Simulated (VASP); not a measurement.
# BP (F-43m) in VASP: single point with PBE

Aim: the single point of BP with PBE.

Program: VASP 6.6.1. These are calculated values, not measurements. Logs are shortened: lines on timing, memory, paths and dates and some standing lists are left out, and cuts for length are marked.

### Step 1. The cell of the first run

The structure is cubic, space group F-43m (No. 216). Conventional cell: a = 4.548 Å, b = 4.548 Å, c = 4.548 Å, α = 90.00°, β = 90.00°, γ = 90.00°. B (site symmetry -43m) has 4 P at 1.97 Å within 2.6 Å. P (site symmetry -43m) has 4 B at 1.97 Å within 2.6 Å.

### Step 2. Single point, PBE

Contents of INCAR:

```
  ALGO = Normal
  EDIFF = 1E-6
  ENCUT = 500
  GGA = PE
  GGA_COMPAT = False
  ISIF = 2
  ISMEAR = 0
  LASPH = True
  LCHARG = True
  LELF = True
  LREAL = False
  LVHAR = True
  LWAVE = False
  NBANDS = 11
  NELM = 120
  PREC = Accurate
  SIGMA = 0.01
```

Contents of KPOINTS:

```
k-points
0
Gamma
  11 11 11
```

Contents of POSCAR:

```
BP
1.0
    0.0000000000      2.2740891669      2.2740891669
    2.2740891669      0.0000000000      2.2740891669
    2.2740891669      2.2740891669      0.0000000000
B P
1 1
Direct
    0.0000000000      0.0000000000      0.0000000000
    0.7500000000      0.7500000000      0.7500000000
```

Potentials or basis: VASP PAW PBE potentials, release 64 (B, P).

The run is started by

```bash
> cat potpaw_PBE.64/B/POTCAR potpaw_PBE.64/P/POTCAR > POTCAR
> mpirun -np 1 vasp_std > vasp.out
```

OUTCAR:

```text
EDIFF = 1E-6
   ENCUT = 500
   GGA = PE
   ISIF = 2
   ISMEAR = 0
   LASPH = True
   LREAL = False
   NELM = 120
   PREC = Accurate

 ion  position               nearest neighbor table
   1  0.000  0.000  0.000-   2 1.97   2 1.97   2 1.97   2 1.97
   2  0.750  0.750  0.750-   1 1.97   1 1.97   1 1.97   1 1.97

  LATTYP: Found a face centered cubic cell.
 ALAT       =     4.5481783338

  Lattice vectors:

 A1 = (   0.0000000000,   2.2740891669,   2.2740891669)
 A2 = (   2.2740891669,   0.0000000000,   2.2740891669)
 A3 = (   2.2740891669,   2.2740891669,   0.0000000000)

Analysis of symmetry for initial positions (statically):
=====================================================================
 Subroutine PRICEL returns:
 Original cell was already a primitive cell.

 Routine SETGRP: Setting up the symmetry group for a
 face centered cubic supercell.

 Subroutine GETGRP returns: Found 24 space group operations
 (whereof 24 operations were pure point group operations)
 out of a pool of 48 trial point group operations.

The static configuration has the point symmetry T_d .

Analysis of symmetry for dynamics (positions and initial velocities):
=====================================================================
 Subroutine PRICEL returns:
 Original cell was already a primitive cell.

 Routine SETGRP: Setting up the symmetry group for a
 face centered cubic supercell.

 Subroutine GETGRP returns: Found 24 space group operations
 (whereof 24 operations were pure point group operations)
 out of a pool of 48 trial point group operations.

The dynamic configuration has the point symmetry T_d .

 Subroutine INISYM returns: Found 24 space group operations
 (whereof 24 operations are pure point group operations),
 and found     1 'primitive' translations

----------------------------------------------------------------------------------------

                                     Primitive cell

  volume of cell :      23.5208

  direct lattice vectors                    reciprocal lattice vectors
     0.000000000  2.274089167  2.274089167    -0.219868248  0.219868248  0.219868248
     2.274089167  0.000000000  2.274089167     0.219868248 -0.219868248  0.219868248
     2.274089167  2.274089167  0.000000000     0.219868248  0.219868248 -0.219868248

  length of vectors
     3.216047742  3.216047742  3.216047742     0.380822976  0.380822976  0.380822976

  position of ions in fractional coordinates (direct lattice)
     0.000000000  0.000000000  0.000000000
     0.750000000  0.750000000  0.750000000

  ion indices of the primitive-cell ions
   primitive index   ion index
                 1           1
                 2           2

----------------------------------------------------------------------------------------

 KPOINTS: k-points

Automatic generation of k-mesh.
 Grid dimensions read from file:
 generate k-points for:   11   11   11

 Generating k-lattice:

  Cartesian coordinates                     Fractional coordinates (reciprocal lattice)
    -0.019988023  0.019988023  0.019988023     0.090909091  0.000000000  0.000000000
     0.019988023 -0.019988023  0.019988023     0.000000000  0.090909091  0.000000000
     0.019988023  0.019988023 -0.019988023     0.000000000  0.000000000  0.090909091

  Length of vectors
     0.034620271  0.034620271  0.034620271

  Shift w.r.t. Gamma in fractional coordinates (k-lattice)
     0.000000000  0.000000000  0.000000000

 Subroutine IBZKPT returns following result:
 ===========================================

 Found     56 irreducible k-points:

 Following reciprocal coordinates:
            Coordinates               Weight
  0.000000  0.000000  0.000000      1.000000
  0.090909  0.000000  0.000000      8.000000
  0.181818  0.000000  0.000000      8.000000
  0.272727  0.000000  0.000000      8.000000
  0.363636  0.000000  0.000000      8.000000
  0.454545  0.000000  0.000000      8.000000
[... 16 lines left out ...]
 -0.272727  0.181818  0.000000     24.000000
 -0.181818  0.181818  0.000000     12.000000
 [... further k-points ...]
   k-points           NKPTS =     56   k-points in BZ     NKDIM =     56   number of bands    NBANDS=     11
   number of dos      NEDOS =    301   number of ions     NIONS =      2
   total plane-waves  NPLWV =  13824
   dimension x,y,z NGX =    24 NGY =   24 NGZ =   24
   dimension x,y,z NGXF=    48 NGYF=   48 NGZF=   48
   ions per type =               1   1
   NGX,Y,Z   is equivalent  to a cutoff of  12.41, 12.41, 12.41 a.u.
   NGXF,Y,Z  is equivalent  to a cutoff of  24.81, 24.81, 24.81 a.u.
 SYSTEM =  unknown system
   PREC   = accura    normal or accurate (medium, high low for compatibility)
   ISTART =      0    job   : 0-new  1-cont  2-samecut
   ICHARG =      2    charge: 1-file 2-atom 10-const
   ISPIN  =      1    spin polarized calculation?
   LNONCOLLINEAR =      F non collinear calculations
   LSORBIT =      F    spin-orbit coupling
   LASPH  =      T    aspherical Exc in radial PAW
   ENCUT  =  500.0 eV  36.75 Ry    6.06 a.u.   5.86  5.86  5.86*2*pi/ulx,y,z
   NELM   =    120;   NELMIN=  2; NELMDL= -5     # of ELM steps
   EDIFF  = 0.1E-05   stopping-criterion for ELM
   LREAL  =      F    real-space projection
   EDIFFG = 0.1E-04   stopping-criterion for IOM
   NSW    =      0    number of steps for IOM
   IBRION =     -1    ionic relax: 0-MD 1-quasi-New 2-CG
   NFREE  =      0    steps in history (QN), initial steepest desc. (CG)
   ISIF   =      2    stress and relaxation
   ISYM   =      2    0-nonsym 1-usesym 2-fastsym
   POTIM  = 0.5000    time-step for ionic-motion
   TEBEG  =    0.0;   TEEND  =   0.0 temperature during run
   PSTRESS=    0.0 pullay stress
   NELECT =       8.0000    total number of electrons
   NUPDOWN=      -1.0000    fix difference up-down
   EMIN   =  10.00;   EMAX   =-10.00  energy-range for DOS
   EFERMI =   0.00;   METHOD = LEGACY
   ISMEAR =     0;   SIGMA  =   0.01  broadening in eV -4-tet -1-fermi 0-gaus
   EFERMI_NEDOS =   21; number of points for ismear=-14 and -15
   IALGO  =     38    algorithm
   IMIX   =      4    mixing-type and parameters
     AMIX     =   0.40;   BMIX     =  1.00
     AMIX_MAG =   1.60;   BMIX_MAG =  1.00
  volume/ion in A,a.u.               =      11.76        79.36
  Fermi-wavevector in a.u.,A,eV,Ry     =   1.142757  2.159498 17.767770  1.305894
  Thomas-Fermi vector in A             =   2.279454
   LORBIT       =      0    0 simple, 1 ext, 2 COOP (PROOUT), +10 PAW based schemes
   GGA     = PE    functional components
   LHFCALC =     F    Hartree Fock is set to
   AEXX    =    0.0000 exact exchange contribution
   IVDW    =     0    specifies the selected vdW correction
   LEPSILON=     F    determine dielectric tensor
   LRPA    =     F    only Hartree local field effects (RPA)
 non-spin polarized calculation
 Gauss-broadening in eV      SIGMA  =   0.01
  energy-cutoff  :      500.00
  volume of cell :       23.52
 maximum number of plane-waves:       609
   NGX = 11   NGY = 11   NGZ = 11

 number of electron       8.0000000 magnetization

 Free energy of the ion-electron system (eV)
  ---------------------------------------------------
  ext. energy  EPLUGINS =         0.00000000
  ---------------------------------------------------
  free energy    TOTEN  =       -12.93076355 eV

  energy without entropy =      -12.93076355  energy(sigma->0) =      -12.93076355

 E-fermi :   7.3944     XC(G=0): -10.8784

 val. band max:        7.3533489303   @ k =   0.0000   0.0000   0.0000
 cond. band min:       8.6347083338   @ k =   0.4545   0.4545   0.0000
 fundamental gap:      1.2813594035
 Fermi energy:         7.3943586084

 k-point     1 :       0.0000    0.0000    0.0000
  band No.  band energies     occupation
      1      -8.0471      2.00000
      2       7.3533      2.00000
      3       7.3533      2.00000
      4       7.3533      2.00000
      5      10.7443      0.00000
      6      10.7443      0.00000
      7      10.7443      0.00000
      8      14.6255      0.00000
      9      18.8212      0.00000
     10      19.4631      0.00000
     11      19.4631      0.00000

 k-point     2 :       0.0909    0.0000    0.0000
  band No.  band energies     occupation
      1      -7.8990      2.00000
      2       6.2450      2.00000
      3       7.1053      2.00000
      4       7.1053      2.00000
      5      11.0878      0.00000
      6      11.0878      0.00000
      7      11.1314      0.00000
      8      15.0659      0.00000
      9      18.8693      0.00000
     10      18.8693      0.00000
     11      19.2963      0.00000

 k-point     3 :       0.1818    0.0000    0.0000
  band No.  band energies     occupation
      1      -7.4591      2.00000
      2       4.1635      2.00000
      3       6.6059      2.00000
      4       6.6059      2.00000
      5      11.3591      0.00000
      6      11.7509      0.00000
      7      11.7509      0.00000
      8      16.1216      0.00000
      9      18.2229      0.00000
     10      18.2229      0.00000
     11      20.1589      0.00000

 k-point     4 :       0.2727    0.0000    0.0000
  band No.  band energies     occupation
      1      -6.7462      2.00000
      2       1.9967      2.00000
      3       6.1346      2.00000
      4       6.1346      2.00000
      5      11.2954      0.00000
      6      12.1632      0.00000
      7      12.1632      0.00000
      8      17.1011      0.00000
      9      18.4678      0.00000
     10      18.4678      0.00000
     11      20.3917      0.00000
[... 239 lines left out ...]
 k-point    22 :      -0.3636    0.1818    0.0000
  band No.  band energies     occupation
      1      -4.7086      2.00000
      2      -0.6053      2.00000
      3       3.0827      2.00000
      4       5.1948      2.00000
      5      11.0170      0.00000
      6      13.5058      0.00000
      7      13.9112      0.00000
      8      17.5871      0.00000
      9      18.9090      0.00000
     10      19.2910      0.00000
     11      23.7875      0.00000

 k-point    23 :      -0.2727    0.1818    0.0000
  band No.  band energies     occupation
      1      -5.6530      2.00000
      2       0.9692      2.00000
      3       3.1018      2.00000
      4       5.7485      2.00000
      5      11.5285      0.00000
      6      13.0433      0.00000
      7      13.8603      0.00000
      8      16.2697      0.00000
      9      17.3482      0.00000
     10      20.5747      0.00000
     11      23.7776      0.00000

 k-point    24 :      -0.1818    0.1818    0.0000
  band No.  band energies     occupation
      1      -6.5057      2.00000
      2       2.6174      2.00000
      3       3.6400      2.00000
      4       6.3433      2.00000
      5      11.9316      0.00000
      6      12.3232      0.00000
      7      13.3535      0.00000
      8      15.6056      0.00000
      9      16.8098      0.00000
     10      20.7930      0.00000
     11      22.3946      0.00000

 [... further k-points ...]

------------------------ aborting loop because EDIFF is reached ----------------------------------------

  FORCE on cell =-STRESS in cart. coord.  units (eV):
  Direction    XX          YY          ZZ          XY          YZ          ZX
  --------------------------------------------------------------------------------------
  -------------------------------------------------------------------------------------
  Total       -0.0284125     -0.0284125     -0.0284125     -0.0000000      0.0000000     -0.0000000
  in kB       -1.9353854     -1.9353854     -1.9353854     -0.0000000      0.0000000     -0.0000000
  external PRESSURE =      -1.9353854 kB  Pullay stress =       0.0000000 kB

 VOLUME and BASIS-vectors are now :
 -----------------------------------------------------------------------------
  energy-cutoff  :      500.00
  volume of cell :       23.52
      direct lattice vectors                 reciprocal lattice vectors
     0.000000000  2.274089167  2.274089167    -0.219868248  0.219868248  0.219868248
     2.274089167  0.000000000  2.274089167     0.219868248 -0.219868248  0.219868248
     2.274089167  2.274089167  0.000000000     0.219868248  0.219868248 -0.219868248

 POSITION                                       TOTAL-FORCE (eV/Angst)
 -----------------------------------------------------------------------------------
      0.00000      0.00000      0.00000        -0.000000     -0.000000      0.000000
      3.41113      3.41113      3.41113         0.000000      0.000000     -0.000000
 -----------------------------------------------------------------------------------
    total drift:                               -0.000000     -0.000000     -0.000000

  FREE ENERGIE OF THE ION-ELECTRON SYSTEM (eV)
  ---------------------------------------------------
  free  energy   TOTEN  =       -12.9307635517 eV

  energy  without entropy=      -12.9307635517  energy(sigma->0) =      -12.93076355
```

Wall time 12 s (1 thread of Intel Xeon 8259CL, shared host); peak memory 0.14 GiB.

Results:

```
Free energy            : -12.9308 eV
Pressure               : -0.2 GPa
Band gap on the k mesh : 1.28 eV (least direct gap 3.39 eV)
```

Caveat: an odd mesh through Γ misses points on the zone boundary, where band edges can lie.
